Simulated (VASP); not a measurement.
# KSn3Au (P1) in VASP: single point with r2SCAN

Aim: the single point of KSn3Au with r2SCAN.

All numbers are computed with VASP 6.6.1; they aren't measurements. Logs are shortened: lines on timing, memory, paths and dates and some standing lists are left out, and cuts for length are marked.

## 1. The cell of the first run

The typed cell holds 5 atoms: a = 4.893 Å, b = 4.718 Å, c = 6.333 Å, α = 68.55°, β = 68.60°, γ = 91.05°.

## 2. Single point, r2SCAN

File POSCAR:

```
KSn3Au
1.0
   -0.0438807900      4.8921603500      0.0416269400
    4.7179128900     -0.0438807900     -0.0002527500
    2.3372971600      2.3778653400     -5.3839360100
K Au Sn
1 1 3
Direct
    0.0148260000      0.0263050000      0.0111990000
    0.4131440000      0.3568690000      0.2501920000
    0.6015570000      0.6106460000      0.8102130000
    0.2591470000      0.7168830000      0.5173580000
    0.7699180000      0.1840160000      0.5311550000
```

File INCAR.step1:

```
ALGO     = Normal         # electronic algorithm
EDIFF    = 1E-4           # SCF threshold, eV
ENCUT    = 520            # plane-wave cutoff, eV
GGA      = PE             # functional
ISMEAR   = -1             # smearing method
LASPH    = True           # aspherical terms in the spheres
LCHARG   = False          # write CHGCAR
LREAL    = False          # projectors in reciprocal space
LWAVE    = True           # write WAVECAR
NBANDS   = 39             # bands
NELM     = 100            # most SCF steps
PREC     = Accurate       # precision mode
SIGMA    = 0.1            # smearing width, eV
```

File INCAR.step2:

```
ALGO     = Normal         # electronic algorithm
EDIFF    = 1E-6           # SCF threshold, eV
ENCUT    = 520            # plane-wave cutoff, eV
ISIF     = 2              # what is computed and relaxed
ISMEAR   = -1             # smearing method
ISTART   = 1            
LASPH    = True           # aspherical terms in the spheres
LCHARG   = True           # write CHGCAR
LELF     = True           # ELF
LMIXTAU  = True         
LREAL    = False          # projectors in reciprocal space
LVHAR    = True         
LWAVE    = False          # write WAVECAR
METAGGA  = R2SCAN         # meta-GGA
NBANDS   = 39             # bands
NELM     = 100            # most SCF steps
PREC     = Accurate       # precision mode
SIGMA    = 0.1            # smearing width, eV
```

File KPOINTS:

```
Automatic mesh
0
Gamma
  4 4 4
  0.5 0.5 0
```

Potentials or basis: VASP PAW PBE potentials, release 64 (K_sv, Au, Sn_d).

Run with:

```sh
cat potpaw_PBE.64/K_sv/POTCAR potpaw_PBE.64/Au/POTCAR potpaw_PBE.64/Sn_d/POTCAR > POTCAR
cp INCAR.step1 INCAR
mpirun -np 1 vasp_std > vasp.out
cp INCAR.step2 INCAR
mpirun -np 1 vasp_std > vasp.out
```

OUTCAR:

```text
EDIFF = 1E-6
   ENCUT = 520
   ISIF = 2
   ISMEAR = -1
   ISTART = 1
   LASPH = True
   LREAL = False
   METAGGA = R2SCAN
   NELM = 100
   PREC = Accurate

 ion  position               nearest neighbor table
   1  0.015  0.026  0.011-   4 3.39   5 3.43   3 3.46   2 3.47   5 3.50   2 3.51   3 3.58   3 3.62
                             3 3.62   4 3.64   5 3.67   4 3.72   4 3.74
   2  0.413  0.357  0.250-   3 2.39   4 2.74   4 2.79   5 2.85   5 2.91   1 3.47   1 3.51
   3  0.602  0.611  0.810-   2 2.39   5 2.55   4 2.85   4 2.99   5 3.07   1 3.46   1 3.58   1 3.62
                             1 3.62
   4  0.259  0.717  0.517-   2 2.74   2 2.79   3 2.85   3 2.99   5 3.28   5 3.35   1 3.39   5 3.39
                             5 3.58   1 3.64   1 3.72   1 3.74
   5  0.770  0.184  0.531-   3 2.55   2 2.85   2 2.91   3 3.07   4 3.28   4 3.35   4 3.39   1 3.43
                             1 3.50   4 3.58   1 3.67

  LATTYP: Found a triclinic cell.
 ALAT       =     4.8925342325
 B/A-ratio  =     1.4018582443
 C/A-ratio  =     1.2943740648
 COS(alpha) =     0.0087957620
 COS(beta)  =     0.3649134380
 COS(gamma) =     0.7259061334

  Lattice vectors:

 A1 = (   0.0438807900,  -4.8921603500,  -0.0416269400)
 A2 = (   4.7617936800,  -4.9360411400,  -0.0418796900)
 A3 = (  -2.3372971600,  -2.3778653400,   5.3839360100)

Analysis of symmetry for initial positions (statically):
=====================================================================
 Subroutine PRICEL returns:
 Original cell was already a primitive cell.

 Routine SETGRP: Setting up the symmetry group for a
 triclinic supercell.

 Subroutine GETGRP returns: Found  1 space group operations
 (whereof  1 operations were pure point group operations)
 out of a pool of  2 trial point group operations.

The static configuration has the point symmetry C_1 .

Analysis of symmetry for dynamics (positions and initial velocities):
=====================================================================
 Subroutine PRICEL returns:
 Original cell was already a primitive cell.

 Routine SETGRP: Setting up the symmetry group for a
 triclinic supercell.

 Subroutine GETGRP returns: Found  1 space group operations
 (whereof  1 operations were pure point group operations)
 out of a pool of  2 trial point group operations.

The dynamic configuration has the point symmetry C_1 .

 Subroutine INISYM returns: Found  1 space group operations
 (whereof  1 operations are pure point group operations),
 and found     1 'primitive' translations

----------------------------------------------------------------------------------------

                                     Primitive cell

  volume of cell :     124.7235

  direct lattice vectors                    reciprocal lattice vectors
    -0.043880790  4.892160350  0.041626940     0.001899020  0.203653354  0.090769806
     4.717912890 -0.043880790 -0.000252750     0.211973450  0.001114120  0.092514875
     2.337297160  2.377865340 -5.383936010     0.000004732  0.001574533 -0.185040259

  length of vectors
     4.892534232  4.718116958  6.332769422     0.222974107  0.231285509  0.185046958

  position of ions in fractional coordinates (direct lattice)
     0.014826000  0.026305000  0.011199000
     0.413144000  0.356869000  0.250192000
     0.601557000  0.610646000  0.810213000
     0.259147000  0.716883000  0.517358000
     0.769918000  0.184016000  0.531155000

  ion indices of the primitive-cell ions
   primitive index   ion index
                 1           1
                 2           2
                 3           3
                 4           4
                 5           5

----------------------------------------------------------------------------------------

 KPOINTS: Automatic mesh

Automatic generation of k-mesh.
 Grid dimensions read from file:
 generate k-points for:    4    4    4

 Generating k-lattice:

  Cartesian coordinates                     Fractional coordinates (reciprocal lattice)
     0.000474755  0.050913338  0.022692451     0.250000000 -0.000000000  0.000000000
     0.052993362  0.000278530  0.023128719     0.000000000  0.250000000  0.000000000
     0.000001183  0.000393633 -0.046260065     0.000000000  0.000000000  0.250000000

  Length of vectors
     0.055743527  0.057821377  0.046261739

  Shift w.r.t. Gamma in fractional coordinates (k-lattice)
     0.500000000  0.500000000  0.000000000

 Subroutine IBZKPT returns following result:
 ===========================================

 Found     32 irreducible k-points:

 Following reciprocal coordinates:
            Coordinates               Weight
  0.125000  0.125000 -0.000000      2.000000
  0.375000  0.125000 -0.000000      2.000000
 -0.375000  0.125000  0.000000      2.000000
 -0.125000  0.125000  0.000000      2.000000
  0.125000  0.375000 -0.000000      2.000000
  0.375000  0.375000 -0.000000      2.000000
[... 16 lines left out ...]
 -0.375000 -0.125000  0.250000      2.000000
 -0.125000 -0.125000  0.250000      2.000000
 [... further k-points ...]
   k-points           NKPTS =     32   k-points in BZ     NKDIM =     32   number of bands    NBANDS=     39
   number of dos      NEDOS =    301   number of ions     NIONS =      5
   total plane-waves  NPLWV =  62208
   dimension x,y,z NGX =    36 NGY =   36 NGZ =   48
   dimension x,y,z NGXF=    72 NGYF=   72 NGZF=   96
   ions per type =               1   1   3
   NGX,Y,Z   is equivalent  to a cutoff of  12.23, 12.68, 12.60 a.u.
   NGXF,Y,Z  is equivalent  to a cutoff of  24.47, 25.37, 25.20 a.u.
 SYSTEM =  unknown system
   PREC   = accura    normal or accurate (medium, high low for compatibility)
   ISTART =      1    job   : 0-new  1-cont  2-samecut
   ICHARG =      0    charge: 1-file 2-atom 10-const
   ISPIN  =      1    spin polarized calculation?
   LNONCOLLINEAR =      F non collinear calculations
   LSORBIT =      F    spin-orbit coupling
   LASPH  =      T    aspherical Exc in radial PAW
   ENCUT  =  520.0 eV  38.22 Ry    6.18 a.u.   9.10  8.77 11.77*2*pi/ulx,y,z
   NELM   =    100;   NELMIN=  2; NELMDL=  0     # of ELM steps
   EDIFF  = 0.1E-05   stopping-criterion for ELM
   LREAL  =      F    real-space projection
   EDIFFG = 0.1E-04   stopping-criterion for IOM
   NSW    =      0    number of steps for IOM
   IBRION =     -1    ionic relax: 0-MD 1-quasi-New 2-CG
   NFREE  =      0    steps in history (QN), initial steepest desc. (CG)
   ISIF   =      2    stress and relaxation
   ISYM   =      2    0-nonsym 1-usesym 2-fastsym
   POTIM  = 0.5000    time-step for ionic-motion
   TEBEG  =    0.0;   TEEND  =   0.0 temperature during run
   PSTRESS=    0.0 pullay stress
   NELECT =      62.0000    total number of electrons
   NUPDOWN=      -1.0000    fix difference up-down
   EMIN   =  10.00;   EMAX   =-10.00  energy-range for DOS
   EFERMI =   0.00;   METHOD = LEGACY
   ISMEAR =    -1;   SIGMA  =   0.10  broadening in eV -4-tet -1-fermi 0-gaus
   EFERMI_NEDOS =   21; number of points for ismear=-14 and -15
   IALGO  =     38    algorithm
   IMIX   =      4    mixing-type and parameters
     AMIX     =   0.40;   BMIX     =  1.00
     AMIX_MAG =   1.60;   BMIX_MAG =  1.00
  volume/ion in A,a.u.               =      24.94       168.34
  Fermi-wavevector in a.u.,A,eV,Ry     =   1.296849  2.450689 22.882507  1.681817
  Thomas-Fermi vector in A             =   2.428279
   LORBIT       =      0    0 simple, 1 ext, 2 COOP (PROOUT), +10 PAW based schemes
   METAGGA = R2SCAN    functional components
   LHFCALC =     F    Hartree Fock is set to
   AEXX    =    0.0000 exact exchange contribution
   IVDW    =     0    specifies the selected vdW correction
   LEPSILON=     F    determine dielectric tensor
   LRPA    =     F    only Hartree local field effects (RPA)
 non-spin polarized calculation
  energy-cutoff  :      520.00
  volume of cell :      124.72
 maximum number of plane-waves:      3372
   NGX = 19   NGY = 17   NGZ = 23

 number of electron      62.0000001 magnetization

 Free energy of the ion-electron system (eV)
  ---------------------------------------------------
  ext. energy  EPLUGINS =         0.00000000
  ---------------------------------------------------
  free energy    TOTEN  =      -130.81208685 eV

  energy without entropy =     -130.74136617  energy(sigma->0) =     -130.77672651

 E-fermi :   6.9549     XC(G=0): -10.9705

 val. band max:        6.9437200340   @ k =  -0.1250   0.3750   0.2500
 cond. band min:       6.9601419012   @ k =   0.1250   0.1250  -0.0000
 fundamental gap:      0.0164218672
 Fermi energy:         6.9549124608

 k-point     1 :       0.1250    0.1250   -0.0000
  band No.  band energies     occupation
      1     -25.1312      2.00000
      2     -15.7108      2.00000
      3     -15.4746      2.00000
      4     -15.4659      2.00000
      5     -15.3596      2.00000
      6     -15.3048      2.00000
[... 31 lines left out ...]
     38      13.0560      0.00000
     39      13.3897      0.00000

 k-point     2 :       0.3750    0.1250   -0.0000
  band No.  band energies     occupation
      1     -25.1304      2.00000
      2     -15.7130      2.00000
      3     -15.4594      2.00000
      4     -15.4503      2.00000
      5     -15.3669      2.00000
      6     -15.3221      2.00000
[... 31 lines left out ...]
     38      12.6818      0.00000
     39      13.8613      0.00000

 k-point     3 :      -0.3750    0.1250    0.0000
  band No.  band energies     occupation
      1     -25.1305      2.00000
      2     -15.7125      2.00000
      3     -15.4695      2.00000
      4     -15.4426      2.00000
      5     -15.3609      2.00000
      6     -15.3314      2.00000
[... 31 lines left out ...]
     38      12.8475      0.00000
     39      13.6397      0.00000

 k-point     4 :      -0.1250    0.1250    0.0000
  band No.  band energies     occupation
      1     -25.1312      2.00000
      2     -15.7103      2.00000
      3     -15.4841      2.00000
      4     -15.4590      2.00000
      5     -15.3544      2.00000
      6     -15.3122      2.00000
[... 31 lines left out ...]
     38      13.4246      0.00000
     39      13.7761      0.00000
[... 754 lines left out ...]
     38      12.8252      0.00000
     39      13.7603      0.00000

 k-point    23 :      -0.3750   -0.1250    0.2500
  band No.  band energies     occupation
      1     -25.1304      2.00000
      2     -15.7135      2.00000
      3     -15.4606      2.00000
      4     -15.4505      2.00000
      5     -15.3673      2.00000
      6     -15.3208      2.00000
[... 31 lines left out ...]
     38      12.6646      0.00000
     39      13.2842      0.00000

 k-point    24 :      -0.1250   -0.1250    0.2500
  band No.  band energies     occupation
      1     -25.1311      2.00000
      2     -15.7117      2.00000
      3     -15.4764      2.00000
      4     -15.4663      2.00000
      5     -15.3599      2.00000
      6     -15.3044      2.00000
[... 31 lines left out ...]
     38      11.5305      0.00000
     39      12.3448      0.00000

 [... further k-points ...]
[... 5 lines left out ...]
  --------------------------------------------------------------------------------------
  -------------------------------------------------------------------------------------
  Total        8.1591937      4.3866786     14.3649952      0.7306918     -0.8673527      3.3679909
  in kB      104.8116809     56.3505624    184.5304010      9.3863483    -11.1418727     43.2646661
  external PRESSURE =     115.2308814 kB  Pullay stress =       0.0000000 kB

 VOLUME and BASIS-vectors are now :
 -----------------------------------------------------------------------------
  energy-cutoff  :      520.00
  volume of cell :      124.72
      direct lattice vectors                 reciprocal lattice vectors
    -0.043880790  4.892160350  0.041626940     0.001899020  0.203653354  0.090769806
     4.717912890 -0.043880790 -0.000252750     0.211973450  0.001114120  0.092514875
     2.337297160  2.377865340 -5.383936010     0.000004732  0.001574533 -0.185040259

 POSITION                                       TOTAL-FORCE (eV/Angst)
 -----------------------------------------------------------------------------------
      0.14963      0.09801     -0.05968        -0.465959      0.000518     -0.243074
      2.25032      2.60043     -1.32991        -0.227975      0.075877     -3.228746
      4.74829      4.84270     -4.33725        -1.929287      0.059047      0.657133
      4.58004      2.46654     -2.77482         0.064126     -0.163003      0.592101
      2.07585      5.02150     -2.82770         2.559094      0.027560      2.222585
 -----------------------------------------------------------------------------------
    total drift:                               -0.000056     -0.000561      0.000372

  FREE ENERGIE OF THE ION-ELECTRON SYSTEM (eV)
  ---------------------------------------------------
  free  energy   TOTEN  =      -130.8120868462 eV

  energy  without entropy=     -130.7413661735  energy(sigma->0) =     -130.77672651
```

Wall time 13 min (1 thread of AMD EPYC 7R43 (Zen 3), shared host); peak memory 0.31 GiB.

Results:

```
Free energy            : -130.8121 eV
Pressure               : 11.5 GPa
Largest force          : 3.390 eV/Å
Band gap on the k mesh : zero (band 31 reaches 7.58 eV, above the bottom of band 32 at 6.61 eV)
```

Forces in eV/Å, atoms in the order of the input:
```
K   -0.466  0.001 -0.243
Au  -0.228  0.076 -3.229
Sn  -1.929  0.059  0.657
Sn   0.064 -0.163  0.592
Sn   2.559  0.028  2.223
```

Levels at points of the mesh, in eV from the Fermi level:
```
           k point  band 27  band 28  band 29  band 30  band 31  band 32  band 33  band 34  band 35  band 36
(0.12, 0.12, 0.00)    -4.10    -3.22    -2.47    -1.37    -0.43     0.01     1.57     2.53     3.12     4.22
```

Caveat: the k points lie up to 0.36 Å⁻¹ apart; the PAW data sets were made with another functional, which shifts forces and pressure a little; spin-orbit coupling is left out, which moves the levels of the heavy elements.
